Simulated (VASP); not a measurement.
GaN, 36 atoms in the cell. It takes space group P6_3mc (No. 186, hexagonal). Conventional cell: a = 3.218 Å, b = 3.218 Å, c = 5.243 Å, α = 90.00°, β = 90.00°, γ = 120.00°. Ga (site symmetry 3m) has 4 N at 1.97 to 1.98 Å within 2.6 Å. Ga (site symmetry 3m) has 4 N at 1.97 to 1.98 Å within 2.6 Å. Within 2.6 Å of N (site symmetry 3m) lie 4 Ga at 1.97 to 1.98 Å. N (site symmetry 3m) has 4 Ga at 1.97 to 1.98 Å within 2.6 Å. 

```yaml
Program: VASP 6.6.1
Task: single point
Functional: PBE
Potentials_or_basis: VASP PAW PBE potentials, release 64 (Ga_d, N)
Cutoff: 520 eV
k_mesh: 2 × 2 × 2, shifted
Occupations: gaussian, width 0.01 eV
Spin: no spin polarisation
Dipole_correction: no
Further_INCAR_settings: LREAL = Auto; ALGO = Normal; EDIFF = 1e-06; NBANDS = 186
```

Potentials or basis: VASP PAW PBE potentials, release 64 (Ga_d, N).

Launch:

```console
$ cat potpaw_PBE.64/Ga_d/POTCAR potpaw_PBE.64/N/POTCAR > POTCAR
$ mpirun -np 1 vasp_std > vasp.out
```

Hardware: 1 thread of AMD EPYC 7R43 64-Core Processor (Zen 3), on a shared host.

Question: How long does it take, and how much memory?

Answer: It took 8.4 min on 1 thread of AMD EPYC 7R43 64-Core Processor (Zen 3), on a shared host, peak memory 0.49 GiB. Counts: scf iterations 18, k points 2.
